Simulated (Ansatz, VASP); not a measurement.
# Au in VASP and in Ansatz

```xyz
1
Lattice="0.0000 1.9637 2.0455 1.9637 0.0000 2.0455 1.9637 1.9637 0.0000" Properties=species:S:1:pos:R:3 pbc="T T T"
Au    0.0000    0.0000    0.0000
```

Change from the starting cell: strain -0.040 along x and y, +0.000 along z, atoms carried along.

Alike in both runs: task single point; functional PBE; k mesh 20 × 20 × 20; occupations gaussian, width 0.15 eV; no spin polarisation.

|  | VASP | Ansatz |
| --- | --- | --- |
| version | VASP 6.6.1 | Ansatz 0.2.0 |
| potentials or method | VASP PAW PBE potentials, release 64 (Au), cutoff 520 eV | scalar-relativistic, plane waves, PAW |
| valence electrons in the cell | 11 | 19 |

|  | VASP | Ansatz | Ansatz less VASP |
| --- | --- | --- | --- |
| gap on the k mesh at the Fermi level (eV) | none | none | - |
| pressure (GPa) | 26.4 | 26.8 | +0.41 |
| traceless stress, the component that is largest in VASP (GPa) | -1.39 | -1.39 | +0.002 |

A gap of «none» marks a metal or a gap that the smearing closes. VASP's potentials hold 11 valence electrons a cell and Ansatz's 19, so a difference there can come from the potentials and not from the codes.

Neither program's run includes spin-orbit coupling.
